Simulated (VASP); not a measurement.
A run of VASP 6.6.1 is set up as follows.

Contents of INCAR:

```
ALGO = Normal
EDIFF = 1E-6
ENCUT = 750
GGA = PE
GGA_COMPAT = F
ISIF = 2
ISMEAR = 0
LASPH = T
LCHARG = F
LREAL = F
LWAVE = F
NBANDS = 13
NELM = 120
PREC = Accurate
SIGMA = 0.01
```

KPOINTS

```
k-points
0
Gamma
  6 6 6
```

The input POSCAR:

```
Li2Se
1.0
    0.0000000000      2.9934588658      2.9934588658
    2.9934588658      0.0000000000      2.9934588658
    2.9934588658      2.9934588658      0.0000000000
Li Se
2 1
Direct
    0.2500000000      0.2500000000      0.2500000000
    0.7500000000      0.7500000000      0.7500000000
    0.0000000000      0.0000000000      0.0000000000
```

Potentials or basis: VASP PAW PBE potentials, release 64 (Li_sv, Se).

Launch:

```console
$ cat potpaw_PBE.64/Li_sv/POTCAR potpaw_PBE.64/Se/POTCAR > POTCAR
$ mpirun -np 1 vasp_std > vasp.out
```

Task: What does it give for the pressure?

Result: 0.3 GPa.

Task: What does it give for the band gap on the k mesh?

Result: 2.97 eV, indirect (least direct gap 3.42 eV).

A k mesh can miss the band edges. Expect the measured gap to be larger: semilocal functionals such as PBE lack the derivative discontinuity.
